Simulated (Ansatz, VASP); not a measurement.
Nb2Br3: VASP beside Ansatz

Contents of INCAR:

```
PREC = Accurate ; ENCUT = 520
EDIFF = 1E-6 ; ISMEAR = 0
SIGMA = 0.1 ; LREAL = F
LASPH = T ; NELM = 60
ALGO = Normal ; ISIF = 2
LWAVE = F ; LCHARG = F
GGA = PE ; NBANDS = 32
```

The input KPOINTS:

```
regular mesh
0
Gamma
  6 6 4
```

POSCAR

```
Nb2Br3
1.0
    4.4408492621      0.0000000000      0.0000000000
   -2.2204246311      3.8458882753      0.0000000000
    0.0000000000      0.0000000000      6.9092400956
Nb Br
2 3
Direct
    0.3333333333      0.6666666667      0.2450000000
    0.6666666667      0.3333333333      0.7550000000
    0.0000000000      0.0000000000      0.0000000000
    0.3333333333      0.6666666667      0.6450000000
    0.6666666667      0.3333333333      0.3550000000
```

Input for Ansatz:

```yaml
crystal:
  lattice:
    - [4.4408492621, 0.0, 0.0]
    - [-2.2204246311, 3.8458882753, 0.0]
    - [0.0, 0.0, 6.9092400956]
  atoms:
    - { symbol: Nb, position: [0.3333333333, 0.6666666667, 0.245] }
    - { symbol: Nb, position: [0.6666666667, 0.3333333333, 0.755] }
    - { symbol: Br, position: [0.0, 0.0, 0.0] }
    - { symbol: Br, position: [0.3333333333, 0.6666666667, 0.645] }
    - { symbol: Br, position: [0.6666666667, 0.3333333333, 0.355] }
basis:
  ecutwfc: 420
kpoints:
  mp_grid: { grid: [6, 6, 4] }
hamiltonian:
  xc: pbe
scf:
  occupations: { method: gaussian, width: 0.1 }
  lower_state_search: "off"
output:
  forces: true
  stress: true
  eigenvalues: true
```

Alike in both runs: task single point; functional PBE; k mesh 6 × 6 × 4; occupations gaussian, width 0.1 eV; no spin polarisation.

|  | VASP | Ansatz |
| --- | --- | --- |
| version | VASP 6.6.1 | Ansatz 0.2.0 |
| potentials or method | VASP PAW PBE potentials, release 64 (Nb_sv, Br), cutoff 520 eV | scalar-relativistic, plane waves, PAW |
| valence electrons in the cell | 47 | 47 |

```tsv
	VASP	Ansatz	Ansatz less VASP
gap on the k mesh at the Fermi level (eV)	none	none	-
pressure (GPa)	-2.4	-2.3	+0.07
traceless stress, the component that is largest in VASP (GPa)	0.56	0.56	-0.007
rms of the force components (eV/Å)	0.314	0.315	+0.0016
```

Atom by atom the forces differ by 0.002 eV/Å (rms over components). A gap of «none» marks a metal or a gap that the smearing closes. With one functional, cell and mesh, what is left measures potentials, basis and numerics.
